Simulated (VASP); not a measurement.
# Sn2PdSe5 (Cmcm) in VASP: notebook, part 2 of 2

VASP 6.6.1.

## (3) Relaxation of cell and atoms, PBE

This run uses another cell than the first one, of 25.29 Å³/atom.

INCAR

```
PREC = Accurate ; ENCUT = 600
EDIFF = 1E-6 ; ISMEAR = 0
SIGMA = 0.15 ; LREAL = Auto
LASPH = True ; NELM = 80
ALGO = Normal ; ISIF = 3
LWAVE = False ; LCHARG = False
GGA = PE ; IBRION = 2
NSW = 36 ; EDIFFG = -0.08
```

KPOINTS

```
regular mesh
0
Gamma
  3 3 1
```

POSCAR

```
Sn2PdSe5
1.0
    2.3500000000     -6.4500000000      0.0000000000
    2.3500000000      6.4500000000      0.0000000000
    0.0000000000      0.0000000000     13.3500000000
Sn Pd Se
4 2 10
Direct
    0.1350000000      0.8650000000      0.9350000000
    0.1350000000      0.8650000000      0.5650000000
    0.8650000000      0.1350000000      0.4350000000
    0.8650000000      0.1350000000      0.0650000000
    0.8100000000      0.1900000000      0.7500000000
    0.1900000000      0.8100000000      0.2500000000
    0.6890000000      0.3110000000      0.9300000000
    0.9520000000      0.0480000000      0.8850000000
    0.6890000000      0.3110000000      0.5700000000
    0.9520000000      0.0480000000      0.6150000000
    0.2350000000      0.7650000000      0.7500000000
    0.3110000000      0.6890000000      0.4300000000
    0.0480000000      0.9520000000      0.3850000000
    0.3110000000      0.6890000000      0.0700000000
    0.0480000000      0.9520000000      0.1150000000
    0.7650000000      0.2350000000      0.2500000000
```

Potentials or basis: VASP PAW PBE potentials, release 64 (Sn_d, Pd, Se).

Run with:

```
$ cat potpaw_PBE.64/Sn_d/POTCAR potpaw_PBE.64/Pd/POTCAR potpaw_PBE.64/Se/POTCAR > POTCAR
$ mpirun -np 1 vasp_std > vasp.out
```

OUTCAR:

```text
PREC = Accurate
   ENCUT = 600
   EDIFF = 1E-6
   ISMEAR = 0
   LREAL = Auto
   LASPH = True
   NELM = 80
   ISIF = 3
   GGA = PE
   IBRION = 2
   NSW = 36
   EDIFFG = -0.08

 ion  position               nearest neighbor table
   1  0.135  0.865  0.935-   7 2.45   7 2.45   8 2.45  15 2.65  11 2.79  14 2.90
   2  0.135  0.865  0.565-   9 2.45   9 2.45  10 2.45  13 2.65  11 2.79  12 2.90
   3  0.865  0.135  0.435-  12 2.45  12 2.45  13 2.45  10 2.65  16 2.79   9 2.90
   4  0.865  0.135  0.065-  14 2.45  14 2.45  15 2.45   8 2.65  16 2.79   7 2.90
   5  0.810  0.190  0.750-  11 2.54  11 2.54  10 2.57   8 2.57   7 2.87   9 2.87
   6  0.190  0.810  0.250-  16 2.54  16 2.54  15 2.57  13 2.57  12 2.87  14 2.87
   7  0.689  0.311  0.930-   1 2.45   1 2.45   5 2.87   4 2.90
   8  0.952  0.048  0.885-   1 2.45   5 2.57   4 2.65
   9  0.689  0.311  0.570-   2 2.45   2 2.45   5 2.87   3 2.90
  10  0.952  0.048  0.615-   2 2.45   5 2.57   3 2.65
  11  0.235  0.765  0.750-   5 2.54   5 2.54   2 2.79   1 2.79
  12  0.311  0.689  0.430-   3 2.45   3 2.45   6 2.87   2 2.90
  13  0.048  0.952  0.385-   3 2.45   6 2.57   2 2.65
  14  0.311  0.689  0.070-   4 2.45   4 2.45   6 2.87   1 2.90
  15  0.048  0.952  0.115-   4 2.45   6 2.57   1 2.65
  16  0.765  0.235  0.250-   6 2.54   6 2.54   4 2.79   3 2.79

  LATTYP: Found a base centered orthorhombic cell.
 ALAT       =     4.7000000000
 B/A-ratio  =     2.7446808511
 C/A-ratio  =     2.8404255319

  Lattice vectors:

 A1 = (   2.3500000000,  -6.4500000000,   0.0000000000)
 A2 = (   2.3500000000,   6.4500000000,   0.0000000000)
 A3 = (   0.0000000000,   0.0000000000,  13.3500000000)

Analysis of symmetry for initial positions (statically):
=====================================================================
 Subroutine PRICEL returns:
 Original cell was already a primitive cell.

 Routine SETGRP: Setting up the symmetry group for a
 base centered orthorhombic supercell.

 Subroutine GETGRP returns: Found  8 space group operations
 (whereof  4 operations were pure point group operations)
 out of a pool of  8 trial point group operations.

The static configuration has the point symmetry C_2h.
 The point group associated with its full space group is D_2h.

Analysis of symmetry for dynamics (positions and initial velocities):
=====================================================================
 Subroutine PRICEL returns:
 Original cell was already a primitive cell.

 Routine SETGRP: Setting up the symmetry group for a
 base centered orthorhombic supercell.

 Subroutine GETGRP returns: Found  8 space group operations
 (whereof  4 operations were pure point group operations)
 out of a pool of  8 trial point group operations.

The dynamic configuration has the point symmetry C_2h.
 The point group associated with its full space group is D_2h.

 Subroutine INISYM returns: Found  8 space group operations
 (whereof  4 operations are pure point group operations),
 and found     1 'primitive' translations

----------------------------------------------------------------------------------------

                                     Primitive cell

  volume of cell :     404.7052

  direct lattice vectors                    reciprocal lattice vectors
     2.350000000 -6.450000000  0.000000000     0.212765957 -0.077519380  0.000000000
     2.350000000  6.450000000  0.000000000     0.212765957  0.077519380  0.000000000
     0.000000000  0.000000000 13.350000000     0.000000000  0.000000000  0.074906367

  length of vectors
     6.864765109  6.864765109 13.350000000     0.226447802  0.226447802  0.074906367
[... 100 lines left out ...]
   NUPDOWN=      -1.0000    fix difference up-down
   EMIN   =  10.00;   EMAX   =-10.00  energy-range for DOS
   EFERMI =   0.00;   METHOD = LEGACY
   ISMEAR =     0;   SIGMA  =   0.15  broadening in eV -4-tet -1-fermi 0-gaus
   EFERMI_NEDOS =   21; number of points for ismear=-14 and -15
   IALGO  =     38    algorithm
   IMIX   =      4    mixing-type and parameters
     AMIX     =   0.40;   BMIX     =  1.00
     AMIX_MAG =   1.60;   BMIX_MAG =  1.00
  volume/ion in A,a.u.               =      25.29       170.69
  Fermi-wavevector in a.u.,A,eV,Ry     =   1.138173  2.150835 17.625494  1.295437
  Thomas-Fermi vector in A             =   2.274877
   LORBIT       =      0    0 simple, 1 ext, 2 COOP (PROOUT), +10 PAW based schemes
   GGA     = PE    functional components
   LHFCALC =     F    Hartree Fock is set to
   AEXX    =    0.0000 exact exchange contribution
   IVDW    =     0    specifies the selected vdW correction
   LEPSILON=     F    determine dielectric tensor
   LRPA    =     F    only Hartree local field effects (RPA)
 conjugate gradient relaxation of ions
 non-spin polarized calculation
 Gauss-broadening in eV      SIGMA  =   0.15
  energy-cutoff  :      600.00
  volume of cell :      404.71
 maximum number of plane-waves:     13518
   NGX = 27   NGY = 27   NGZ = 53

--------------------------------------- Ionic step        1  -------------------------------------------

 number of electron     135.9999988 magnetization

 Free energy of the ion-electron system (eV)
  ---------------------------------------------------
  ext. energy  EPLUGINS =         0.00000000
  ---------------------------------------------------
  free energy    TOTEN  =       -59.59121486 eV

  energy without entropy =      -59.50429735  energy(sigma->0) =      -59.54775611

 E-fermi :   4.6596     XC(G=0):  -9.3557

 val. band max:        4.6528167218   @ k =  -0.3333   0.3333   0.0000
 cond. band min:       4.6753141943   @ k =   0.0000   0.0000   0.0000
 fundamental gap:      0.0224974725
 Fermi energy:         4.6596051624

 k-point     1 :       0.0000    0.0000    0.0000
  band No.  band energies     occupation
      1     -17.5564      2.00000
      2     -17.5561      2.00000
      3     -17.5462      2.00000
      4     -17.5456      2.00000
      5     -17.4325      2.00000
      6     -17.4275      2.00000
[... 321 lines left out ...]
     79       9.2036      0.00000
     80       9.3583      0.00000
 [bands above 80 left out]

------------------------ aborting loop because EDIFF is reached ----------------------------------------

  FORCE on cell =-STRESS in cart. coord.  units (eV):
  Direction    XX          YY          ZZ          XY          YZ          ZX
  --------------------------------------------------------------------------------------
  -------------------------------------------------------------------------------------
  Total       50.4798509     28.9993374      5.2184114      0.0000000      0.0000000      0.0000000
  in kB      199.8433990    114.8047398     20.6590362      0.0000000      0.0000000      0.0000000
  external PRESSURE =     111.7690584 kB  Pullay stress =       0.0000000 kB
[... 131 lines left out ...]
  FREE ENERGIE OF THE ION-ELECTRON SYSTEM (eV)
  ---------------------------------------------------
  free  energy   TOTEN  =       -63.2380351490 eV

  energy  without entropy=      -63.1445817279  energy(sigma->0) =      -63.19130844

[... ionic steps 4 to 13 ...]

--------------------------------------- Ionic step       14  -------------------------------------------

 number of electron     135.9999999 magnetization

------------------------ aborting loop because EDIFF is reached ----------------------------------------
[... 95 lines left out ...]
--------------------------------------- Ionic step       16  -------------------------------------------

 number of electron     135.9999997 magnetization

 Free energy of the ion-electron system (eV)
  ---------------------------------------------------
  ext. energy  EPLUGINS =         0.00000000
  ---------------------------------------------------
  free energy    TOTEN  =       -64.68690132 eV

  energy without entropy =      -64.61778129  energy(sigma->0) =      -64.65234131

 E-fermi :   3.4167     XC(G=0):  -8.8042

 val. band max:        3.2533526078   @ k =  -0.3333   0.3333   0.0000
 cond. band min:       3.4506875703   @ k =   0.0000   0.0000   0.0000
 fundamental gap:      0.1973349625
 Fermi energy:         3.4166514802

 k-point     1 :       0.0000    0.0000    0.0000
  band No.  band energies     occupation
      1     -18.3006      2.00000
      2     -18.3001      2.00000
      3     -18.2960      2.00000
      4     -18.2945      2.00000
      5     -18.2793      2.00000
      6     -18.2717      2.00000
[... 321 lines left out ...]
     79       7.5067      0.00000
     80       7.6726      0.00000
 [bands above 80 left out]

------------------------ aborting loop because EDIFF is reached ----------------------------------------

  FORCE on cell =-STRESS in cart. coord.  units (eV):
  Direction    XX          YY          ZZ          XY          YZ          ZX
  --------------------------------------------------------------------------------------
  -------------------------------------------------------------------------------------
  Total       -0.6570929     -0.8813358     -0.7878018      0.0000000     -0.0000000      0.0000000
  in kB       -2.3028727     -3.0887630     -2.7609602      0.0000000     -0.0000000      0.0000000
  external PRESSURE =      -2.7175320 kB  Pullay stress =       0.0000000 kB
[... 31 lines left out ...]
  FREE ENERGIE OF THE ION-ELECTRON SYSTEM (eV)
  ---------------------------------------------------
  free  energy   TOTEN  =       -64.6869013174 eV

  energy  without entropy=      -64.6177812928  energy(sigma->0) =      -64.65234131

 reached required accuracy - stopping structural energy minimisation
```

Wall time 51 min (1 thread of Intel Xeon 6975P-C (Granite Rapids), shared host); peak memory 0.83 GiB.

Results:

```yaml
Free_energy: -64.6869 eV
Relaxed_volume: 28.57 Å³/atom
Relaxed_cell: a = 7.286 Å, b = 7.286 Å, c = 12.540 Å, α = 90.00°, β = 90.00°, γ = 136.63°
Space_group_after_relaxing_to_0.1_Å: Cmcm (No. 63)
Energy_gained_by_relaxing: 318.5 meV/atom
Ionic_steps: 16
Pressure_after_relaxing: -0.3 GPa
Largest_force_after_relaxing: 0.066 eV/Å
Band_gap_on_the_k_mesh: zero (bands 68 and 69 overlap by 0.88 eV)
```

Forces on the atoms (eV/Å):
```
Sn   0.000 -0.045  0.016
Sn   0.000 -0.045 -0.016
Sn   0.000  0.045  0.016
Sn   0.000  0.045 -0.016
Pd   0.000 -0.051  0.000
Pd   0.000  0.051  0.000
Se   0.000  0.014 -0.009
Se   0.000 -0.026  0.061
Se   0.000  0.014  0.009
Se   0.000 -0.026 -0.061
Se   0.000 -0.032  0.000
Se   0.000 -0.014 -0.009
Se   0.000  0.026  0.061
Se   0.000 -0.014  0.009
Se   0.000  0.026 -0.061
Se   0.000  0.032  0.000
```

Step by step:
```
step  energy change (eV)  largest force (eV/Å)  pressure (GPa)  volume (Å³)
   1              0.0000                2.0110           11.18       404.71
   2             -3.3468                0.7717           -4.43       515.05
   3             -3.6468                0.8707           -2.02       482.47
   4             -4.3550                0.9335           -0.20       466.07
   5             -4.4408                0.9617            0.98       458.72
   6             -4.7884                0.7980            0.39       462.03
   7             -4.8536                0.7270            0.22       464.17
   8             -4.9762                0.4249           -0.86       467.59
   9             -4.9788                0.3731           -1.01       468.13
  10             -5.0499                0.1658            0.15       455.45
  11             -5.0499                0.1612            0.18       455.24
  12             -5.0672                0.1273            0.11       455.94
  13             -5.0694                0.1948            0.07       456.29
  14             -5.0831                0.1341           -0.24       457.96
  15             -5.0868                0.0889           -0.49       459.41
  16             -5.0957                0.0664           -0.27       457.16
```

Final structure:
```cif
data_structure
_symmetry_space_group_name_H-M 'P 1'
_symmetry_Int_Tables_number 1
_cell_length_a 7.2860
_cell_length_b 7.2860
_cell_length_c 12.5400
_cell_angle_alpha 90.000
_cell_angle_beta 90.000
_cell_angle_gamma 136.628
_cell_volume 457.16
loop_
_atom_site_label
_atom_site_type_symbol
_atom_site_fract_x
_atom_site_fract_y
_atom_site_fract_z
_atom_site_occupancy
Sn1 Sn 0.13814 0.86186 0.93074 1
Sn2 Sn 0.13814 0.86186 0.56926 1
Sn3 Sn 0.86186 0.13814 0.43074 1
Sn4 Sn 0.86186 0.13814 0.06926 1
Pd1 Pd 0.79230 0.20770 0.75000 1
Pd2 Pd 0.20770 0.79230 0.25000 1
Se1 Se 0.69299 0.30701 0.92065 1
Se2 Se 0.94392 0.05608 0.87449 1
Se3 Se 0.69299 0.30701 0.57935 1
Se4 Se 0.94392 0.05608 0.62551 1
Se5 Se 0.26063 0.73937 0.75000 1
Se6 Se 0.30701 0.69299 0.42065 1
Se7 Se 0.05608 0.94392 0.37449 1
Se8 Se 0.30701 0.69299 0.07935 1
Se9 Se 0.05608 0.94392 0.12551 1
Se10 Se 0.73937 0.26063 0.25000 1
```

Levels at points of the mesh, in eV from the Fermi level:
| k point | band 66 | band 67 | band 68 | band 69 | band 70 | band 71 |
| --- | --- | --- | --- | --- | --- | --- |
| (0.00, 0.00, 0.00) | -0.70 | -0.64 | -0.63 | -0.53 | -0.20 | 0.03 |

Caveat: the k points lie up to 0.50 Å⁻¹ apart in the final cell, too coarse for converged energies and pressures of a metal; spin-orbit coupling is left out, which moves the levels of the heavy elements; the relaxation stopped at a loose force limit of 0.08 eV/Å, so its end isn't a converged minimum.
